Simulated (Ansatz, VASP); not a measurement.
**MgS: VASP beside Ansatz**

```
CELL_PARAMETERS angstrom
0.00000 2.60165 2.60165
2.60165 0.00000 2.60165
2.60165 2.60165 0.00000
ATOMIC_POSITIONS crystal
Mg 0.00000 0.00000 0.00000
S 0.50000 0.50000 0.50000
```

Alike in both runs: task relaxation of cell and atoms; functional PBEsol; k mesh 12 × 12 × 12; occupations fermi-dirac, width 0.1 eV; no spin polarisation.

```csv
,VASP,Ansatz
version,VASP 6.6.1,Ansatz 0.2.0
potentials or method,"VASP PAW PBE potentials, release 64 (Mg, S)","PAW with Ansatz's default frozen-core files, scalar-relativistic"
plane-wave cutoff (eV),600,420
valence electrons in the cell,8,16
```

```tsv
	VASP	Ansatz	Ansatz less VASP
relaxed volume (Å³/atom)	17.36	17.39	+0.037
relaxed length of the cell vector where the two differ most in proportion (Å)	3.662	3.664	+0.0026
```

VASP's potentials were made for PBE, not for PBEsol. VASP's potentials hold 8 valence electrons a cell and Ansatz's 16, so a difference there can come from the potentials and not from the codes.
